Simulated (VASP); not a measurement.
Here is a VASP 6.6.1 calculation.

File INCAR:

```
  PREC = Accurate
  ENCUT = 500
  EDIFF = 1E-6
  ISMEAR = 0
  SIGMA = 0.1
  LREAL = False
  LASPH = True
  NELM = 120
  ALGO = Normal
  ISIF = 2
  LWAVE = False
  LCHARG = False
  GGA = PE
  NBANDS = 60
  GGA_COMPAT = False
```

KPOINTS

```
regular mesh
0
Gamma
  6 6 6
```

The input POSCAR:

```
Ga3P2
1.0
    3.0421989962      1.7564144094      5.5372590220
   -3.0421989962      1.7564144094      5.5372590220
    0.0000000000     -3.5128288189      5.5372590220
Ga P
6 4
Direct
    0.0562500000      0.4437500000      0.7500000000
    0.7500000000      0.0562500000      0.4437500000
    0.4437500000      0.7500000000      0.0562500000
    0.9437500000      0.5562500000      0.2500000000
    0.2500000000      0.9437500000      0.5562500000
    0.5562500000      0.2500000000      0.9437500000
    0.8521800000      0.8521800000      0.8521800000
    0.6478200000      0.6478200000      0.6478200000
    0.1478200000      0.1478200000      0.1478200000
    0.3521800000      0.3521800000      0.3521800000
```

Potentials or basis: VASP PAW PBE potentials, release 64 (Ga_d, P).

Command:

```bash
$ cat potpaw_PBE.64/Ga_d/POTCAR potpaw_PBE.64/P/POTCAR > POTCAR
$ mpirun -np 1 vasp_std > vasp.out
```

What does it give for the largest force?

0.194 eV/Å.

Estimate the band gap on the k mesh.

zero (band 49 reaches 7.31 eV, above the bottom of band 50 at 6.34 eV).

Estimate the pressure.

10.9 GPa.

Forces on the atoms (eV/Å):
```
Ga  -0.182  0.000  0.000
Ga   0.091 -0.158  0.000
Ga   0.091  0.158  0.000
Ga   0.182  0.000  0.000
Ga  -0.091  0.158  0.000
Ga  -0.091 -0.158  0.000
P    0.000  0.000  0.194
P    0.000  0.000 -0.194
P    0.000  0.000 -0.194
P    0.000  0.000  0.194
```
